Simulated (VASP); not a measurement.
# AlN (dlda) (P6_3mc) in VASP: further runs, part 2 of 2

VASP 6.6.1. The steps go on from the part before.

### Step 3. Single point, LDA

This run uses another cell than the first one, of 10.21 Å³/atom, 0.960 times its volume.

The input, INCAR:

```
SYSTEM = AlN
PREC = Accurate
ENCUT = 520
EDIFF = 1E-7
ISMEAR = 0
SIGMA = 0.02
LREAL = .False.
LASPH = .True.
NELM = 60
ALGO = Normal
ISIF = 2
LWAVE = .False.
LCHARG = .False.
NBANDS = 16
```

The input, KPOINTS:

```
regular mesh
0
Gamma
  9 9 4
  0 0 0
```

The input, POSCAR:

```
AlN
1.0
    3.0886447106      0.0000000000      0.0000000000
   -1.5443223553      2.6748447827      0.0000000000
    0.0000000000      0.0000000000      4.9430764346
Al N
2 2
Direct
    0.6666666667      0.3333333333      0.4990076321
    0.3333333333      0.6666666667      0.9990076321
    0.6666666667      0.3333333333      0.8809923679
    0.3333333333      0.6666666667      0.3809923679
```

Potentials or basis: VASP PAW LDA potentials, release 64 (Al, N).

On the command line:

```
$ cat potpaw_LDA.64/Al/POTCAR potpaw_LDA.64/N/POTCAR > POTCAR
$ mpirun -np 1 vasp_std > vasp.out
```

OUTCAR:

```text
SYSTEM = AlN
   PREC = Accurate
   ENCUT = 520
   EDIFF = 1E-7
   ISMEAR = 0
   LREAL = .False.
   LASPH = .True.
   NELM = 60
   ISIF = 2

 ion  position               nearest neighbor table
   1  0.667  0.333  0.499-   4 1.88   4 1.88   4 1.88   3 1.89   2 3.05   2 3.05   2 3.05   2 3.05
                             2 3.05   2 3.05
   2  0.333  0.667  0.999-   3 1.88   3 1.88   3 1.88   4 1.89   1 3.05   1 3.05   1 3.05   1 3.05
                             1 3.05   1 3.05
   3  0.667  0.333  0.881-   2 1.88   2 1.88   2 1.88   1 1.89
   4  0.333  0.667  0.381-   1 1.88   1 1.88   1 1.88   2 1.89

  LATTYP: Found a hexagonal cell.
 ALAT       =     3.0886447106
 C/A-ratio  =     1.6004030563

  Lattice vectors:

 A1 = (   3.0886447106,   0.0000000000,   0.0000000000)
 A2 = (  -1.5443223553,   2.6748447827,   0.0000000000)
 A3 = (   0.0000000000,   0.0000000000,   4.9430764346)

Analysis of symmetry for initial positions (statically):
=====================================================================
 Subroutine PRICEL returns:
 Original cell was already a primitive cell.

 Routine SETGRP: Setting up the symmetry group for a
 hexagonal supercell.

 Subroutine GETGRP returns: Found 12 space group operations
 (whereof  6 operations were pure point group operations)
 out of a pool of 24 trial point group operations.

The static configuration has the point symmetry C_3v.
 The point group associated with its full space group is C_6v.

Analysis of symmetry for dynamics (positions and initial velocities):
=====================================================================
 Subroutine PRICEL returns:
 Original cell was already a primitive cell.

 Routine SETGRP: Setting up the symmetry group for a
 hexagonal supercell.

 Subroutine GETGRP returns: Found 12 space group operations
 (whereof  6 operations were pure point group operations)
 out of a pool of 24 trial point group operations.

The dynamic configuration has the point symmetry C_3v.
 The point group associated with its full space group is C_6v.

 Subroutine INISYM returns: Found 12 space group operations
 (whereof  6 operations are pure point group operations),
 and found     1 'primitive' translations

----------------------------------------------------------------------------------------

                                     Primitive cell

  volume of cell :      40.8379

  direct lattice vectors                    reciprocal lattice vectors
     3.088644711  0.000000000  0.000000000     0.323766601  0.186926734  0.000000000
    -1.544322355  2.674844783  0.000000000     0.000000000  0.373853469  0.000000000
     0.000000000  0.000000000  4.943076435     0.000000000  0.000000000  0.202303163

  length of vectors
     3.088644711  3.088644711  4.943076435     0.373853469  0.373853469  0.202303163

  position of ions in fractional coordinates (direct lattice)
     0.666666667  0.333333333  0.499007632
     0.333333333  0.666666667  0.999007632
     0.666666667  0.333333333  0.880992368
     0.333333333  0.666666667  0.380992368

  ion indices of the primitive-cell ions
   primitive index   ion index
                 1           1
                 2           2
                 3           3
                 4           4

----------------------------------------------------------------------------------------

 KPOINTS: regular mesh

Automatic generation of k-mesh.
 Grid dimensions read from file:
 generate k-points for:    9    9    4

 Generating k-lattice:

  Cartesian coordinates                     Fractional coordinates (reciprocal lattice)
     0.035974067  0.020769637  0.000000000     0.111111111 -0.000000000  0.000000000
     0.000000000  0.041539274  0.000000000     0.000000000  0.111111111  0.000000000
     0.000000000  0.000000000  0.050575791     0.000000000  0.000000000  0.250000000

  Length of vectors
     0.041539274  0.041539274  0.050575791

  Shift w.r.t. Gamma in fractional coordinates (k-lattice)
     0.000000000  0.000000000  0.000000000

 Subroutine IBZKPT returns following result:
 ===========================================

 Found     36 irreducible k-points:

 Following reciprocal coordinates:
            Coordinates               Weight
  0.000000  0.000000  0.000000      1.000000
  0.111111 -0.000000  0.000000      6.000000
  0.222222 -0.000000  0.000000      6.000000
  0.333333 -0.000000  0.000000      6.000000
  0.444444 -0.000000  0.000000      6.000000
  0.111111  0.111111  0.000000      6.000000
[... 16 lines left out ...]
  0.333333  0.222222  0.250000     24.000000
  0.333333  0.333333  0.250000      4.000000
 [... further k-points ...]
   k-points           NKPTS =     36   k-points in BZ     NKDIM =     36   number of bands    NBANDS=     16
   number of dos      NEDOS =    301   number of ions     NIONS =      4
   total plane-waves  NPLWV =  23040
   dimension x,y,z NGX =    24 NGY =   24 NGZ =   40
   dimension x,y,z NGXF=    48 NGYF=   48 NGZF=   80
   ions per type =               2   2
   NGX,Y,Z   is equivalent  to a cutoff of  12.92, 12.92, 13.45 a.u.
   NGXF,Y,Z  is equivalent  to a cutoff of  25.84, 25.84, 26.91 a.u.
 SYSTEM =  AlN
   PREC   = accura    normal or accurate (medium, high low for compatibility)
   ISTART =      0    job   : 0-new  1-cont  2-samecut
   ICHARG =      2    charge: 1-file 2-atom 10-const
   ISPIN  =      1    spin polarized calculation?
   LNONCOLLINEAR =      F non collinear calculations
   LSORBIT =      F    spin-orbit coupling
   LASPH  =      T    aspherical Exc in radial PAW
   ENCUT  =  520.0 eV  38.22 Ry    6.18 a.u.   5.74  5.74  9.19*2*pi/ulx,y,z
   NELM   =     60;   NELMIN=  2; NELMDL= -5     # of ELM steps
   EDIFF  = 0.1E-06   stopping-criterion for ELM
   LREAL  =      F    real-space projection
   EDIFFG = 0.1E-05   stopping-criterion for IOM
   NSW    =      0    number of steps for IOM
   IBRION =     -1    ionic relax: 0-MD 1-quasi-New 2-CG
   NFREE  =      0    steps in history (QN), initial steepest desc. (CG)
   ISIF   =      2    stress and relaxation
   ISYM   =      2    0-nonsym 1-usesym 2-fastsym
   POTIM  = 0.5000    time-step for ionic-motion
   TEBEG  =    0.0;   TEEND  =   0.0 temperature during run
   PSTRESS=    0.0 pullay stress
   NELECT =      16.0000    total number of electrons
   NUPDOWN=      -1.0000    fix difference up-down
   EMIN   =  10.00;   EMAX   =-10.00  energy-range for DOS
   EFERMI =   0.00;   METHOD = LEGACY
   ISMEAR =     0;   SIGMA  =   0.02  broadening in eV -4-tet -1-fermi 0-gaus
   EFERMI_NEDOS =   21; number of points for ismear=-14 and -15
   IALGO  =     38    algorithm
   IMIX   =      4    mixing-type and parameters
     AMIX     =   0.40;   BMIX     =  1.00
     AMIX_MAG =   1.60;   BMIX_MAG =  1.00
  volume/ion in A,a.u.               =      10.21        68.90
  Fermi-wavevector in a.u.,A,eV,Ry     =   1.197917  2.263736 19.524443  1.435006
  Thomas-Fermi vector in A             =   2.333820
   LORBIT       =      0    0 simple, 1 ext, 2 COOP (PROOUT), +10 PAW based schemes
   GGA     = CA    functional components
   LHFCALC =     F    Hartree Fock is set to
   AEXX    =    0.0000 exact exchange contribution
   IVDW    =     0    specifies the selected vdW correction
   LEPSILON=     F    determine dielectric tensor
   LRPA    =     F    only Hartree local field effects (RPA)
 non-spin polarized calculation
 Gauss-broadening in eV      SIGMA  =   0.02
  energy-cutoff  :      520.00
  volume of cell :       40.84
 maximum number of plane-waves:      1118
 NGX is ok and might be reduce to    24
   NGX = 11   NGY = 11   NGZ = 19

 number of electron      15.9999997 magnetization

 Free energy of the ion-electron system (eV)
  ---------------------------------------------------
  ext. energy  EPLUGINS =         0.00000000
  ---------------------------------------------------
  free energy    TOTEN  =       -32.84105685 eV

  energy without entropy =      -32.84105685  energy(sigma->0) =      -32.84105685

 E-fermi :   6.1947     XC(G=0): -11.3437

 val. band max:        6.1157454897   @ k =   0.0000   0.0000   0.0000
 cond. band min:      10.5401838663   @ k =   0.0000   0.0000   0.0000
 fundamental gap:      4.4244383767
 Fermi energy:         6.1946850800

 k-point     1 :       0.0000    0.0000    0.0000
  band No.  band energies     occupation
      1      -9.0582      2.00000
      2      -6.7640      2.00000
      3      -0.0389      2.00000
      4       5.2255      2.00000
      5       5.2255      2.00000
      6       5.8871      2.00000
[... 433 lines left out ...]
      3       1.3947      2.00000
      4       1.5749      2.00000
      5       1.5749      2.00000
      6       3.0623      2.00000
[... 8 lines left out ...]
     15      19.1687      0.00000
     16      21.6163      0.00000

 [... further k-points ...]
[... 5 lines left out ...]
  --------------------------------------------------------------------------------------
  -------------------------------------------------------------------------------------
  Total        0.1705814      0.1705814      0.1645241      0.0000000     -0.0000000      0.0000000
  in kB        6.6923468      6.6923468      6.4547025      0.0000000     -0.0000000      0.0000000
  external PRESSURE =       6.6131320 kB  Pullay stress =       0.0000000 kB

 VOLUME and BASIS-vectors are now :
 -----------------------------------------------------------------------------
  energy-cutoff  :      520.00
  volume of cell :       40.84
      direct lattice vectors                 reciprocal lattice vectors
     3.088644711  0.000000000  0.000000000     0.323766601  0.186926734  0.000000000
    -1.544322355  2.674844783  0.000000000     0.000000000  0.373853469  0.000000000
     0.000000000  0.000000000  4.943076435     0.000000000  0.000000000  0.202303163

 POSITION                                       TOTAL-FORCE (eV/Angst)
 -----------------------------------------------------------------------------------
      1.54432      0.89161      2.46663         0.000000     -0.000000     -0.000513
     -0.00000      1.78323      4.93817        -0.000000     -0.000000     -0.000513
      1.54432      0.89161      4.35481        -0.000000      0.000000      0.000513
     -0.00000      1.78323      1.88327         0.000000     -0.000000      0.000513
 -----------------------------------------------------------------------------------
    total drift:                               -0.000000      0.000000     -0.000694

  FREE ENERGIE OF THE ION-ELECTRON SYSTEM (eV)
  ---------------------------------------------------
  free  energy   TOTEN  =       -32.8410568504 eV

  energy  without entropy=      -32.8410568504  energy(sigma->0) =      -32.84105685
```

OSZICAR:

```text
N       E                     dE             d eps       ncg     rms          rms(c)
DAV:   1     0.369212638275E+02    0.36921E+02   -0.73456E+03  1152   0.898E+02
DAV:   2    -0.348137845783E+02   -0.71735E+02   -0.65674E+02  1656   0.177E+02
DAV:   3    -0.379720969105E+02   -0.31583E+01   -0.31496E+01  1432   0.379E+01
DAV:   4    -0.379876236190E+02   -0.15527E-01   -0.15526E-01  1464   0.320E+00
DAV:   5    -0.379877790166E+02   -0.15540E-03   -0.15540E-03  1376   0.311E-01    0.124E+01
DAV:   6    -0.329580803769E+02    0.50297E+01   -0.11456E+01  1208   0.241E+01    0.438E+00
DAV:   7    -0.329023411610E+02    0.55739E-01   -0.51333E-01  1384   0.472E+00    0.284E+00
DAV:   8    -0.328437695841E+02    0.58572E-01   -0.67779E-02  1200   0.219E+00    0.338E-01
DAV:   9    -0.328409584219E+02    0.28112E-02   -0.53843E-03  1448   0.528E-01    0.217E-01
DAV:  10    -0.328411035735E+02   -0.14515E-03   -0.56273E-04  1264   0.150E-01    0.107E-01
DAV:  11    -0.328410572616E+02    0.46312E-04   -0.82963E-05  1328   0.674E-02    0.189E-02
DAV:  12    -0.328410569497E+02    0.31188E-06   -0.15350E-06  1448   0.909E-03    0.467E-03
DAV:  13    -0.328410568504E+02    0.99284E-07   -0.58608E-07  1384   0.555E-03
   1 F= -.32841057E+02 E0= -.32841057E+02  d E =-.597296E-11
```

Wall time 7.8 s (1 thread of Intel Xeon Platinum 8559C (Emerald Rapids), shared host); peak memory 0.14 GiB.

What came out:

```
Free energy            : -32.8411 eV
Pressure               : 0.7 GPa
Band gap on the k mesh : 4.42 eV, direct
```

A k mesh can miss the band edges.

### Step 4. Relaxation of cell and atoms, LDA

The input, INCAR:

```
PREC = Accurate ; ENCUT = 600
EDIFF = 1E-6 ; ISMEAR = 0
SIGMA = 0.02 ; LREAL = False
LASPH = True ; NELM = 80
ALGO = Normal ; ISIF = 3
LWAVE = False ; LCHARG = False
IBRION = 2 ; NSW = 100
EDIFFG = -0.002
```

The input, KPOINTS:

```
Automatic mesh
0
Gamma
  9 9 4
```

The input, POSCAR:

```
AlN
1.0
    3.1285881400      0.0000000000      0.0000000000
   -1.5642940700      2.7094368000      0.0000000000
    0.0000000000      0.0000000000      5.0169550000
Al N
2 2
Direct
    0.6666666700      0.3333333300      0.4992870000
    0.3333333300      0.6666666700      0.9992870000
    0.6666666700      0.3333333300      0.8807130000
    0.3333333300      0.6666666700      0.3807130000
```

On the command line:

```
$ cat potpaw_LDA.64/Al/POTCAR potpaw_LDA.64/N/POTCAR > POTCAR
$ mpirun -np 1 vasp_std > vasp.out
```

Wall time 32 s (1 thread of Intel Xeon Platinum 8559C (Emerald Rapids), shared host); peak memory 0.16 GiB.

The run converged. Its results:

```
Free energy                            : -32.8444 eV
Relaxed volume                         : 10.24 Å³/atom
Relaxed cell                           : a = 3.091 Å, b = 3.091 Å, c = 4.948 Å, α = 90.00°, β = 90.00°, γ = 120.00°
Space group after relaxing (to 0.05 Å) : P6_3mc (No. 186)
Energy gained by relaxing              : 9.5 meV/atom
Ionic steps                            : 8
Pressure after relaxing                : 0.0 GPa
Band gap on the k mesh                 : 4.40 eV, direct
```

Step by step:
```
step  energy change (eV)  largest force (eV/Å)  pressure (GPa)  volume (Å³)
   1              0.0000                0.0034           -7.48        42.53
   2             -0.0043                0.0243            7.88        39.55
   3             -0.0378                0.0107           -0.05        40.96
   4             -0.0378                0.0110            0.10        40.93
   5             -0.0379                0.0150            0.11        40.92
   6             -0.0379                0.0170            0.11        40.92
   7             -0.0379                0.0088           -0.09        40.96
   8             -0.0379                0.0011           -0.02        40.95
```

Final structure:
```
CELL_PARAMETERS angstrom
3.09123 0.00000 0.00000
-1.54562 2.67708 0.00000
0.00000 0.00000 4.94791
ATOMIC_POSITIONS crystal
Al 0.66667 0.33333 0.49903
Al 0.33333 0.66667 0.99903
N 0.66667 0.33333 0.88097
N 0.33333 0.66667 0.38097
```

Levels at points of the mesh, in eV from the valence-band top:
```csv
k point,band 5,band 6,band 7,band 8,band 9,band 10,band 11,band 12
"(0.00, 0.00, 0.00)",-0.89,-0.23,-0.23,0.00,4.40,6.71,10.64,11.08
"(0.00, 0.00, 0.50)",-0.57,-0.57,-0.57,-0.57,6.59,6.59,10.30,10.30
```

### Step 5. Summary

```tsv
task	cell	k mesh	cutoff (eV)	smearing	gap on the mesh (eV)	pressure (GPa)
single point	a = 3.129, b = 3.129, c = 5.017 Å, angles 90.0, 90.0, 120.0°, 4 atoms	6 × 6 × 4	520	gaussian 0.1 eV	4.08	-7.4
single point	a = 3.089, b = 3.089, c = 4.943 Å, angles 90.0, 90.0, 120.0°, 4 atoms	9 × 9 × 4	520	gaussian 0.02 eV	4.42	0.7
relaxation of cell and atoms	relaxed from a = 3.129, b = 3.129, c = 5.017 Å, angles 90.0, 90.0, 120.0°, 4 atoms	9 × 9 × 4	600	gaussian 0.02 eV	4.40	0.0
```

Alike in all rows: level LDA; potentials or basis VASP PAW LDA potentials, release 64 (Al, N); no spin polarisation.

Absolute energies hang on the potentials; compare differences alone.
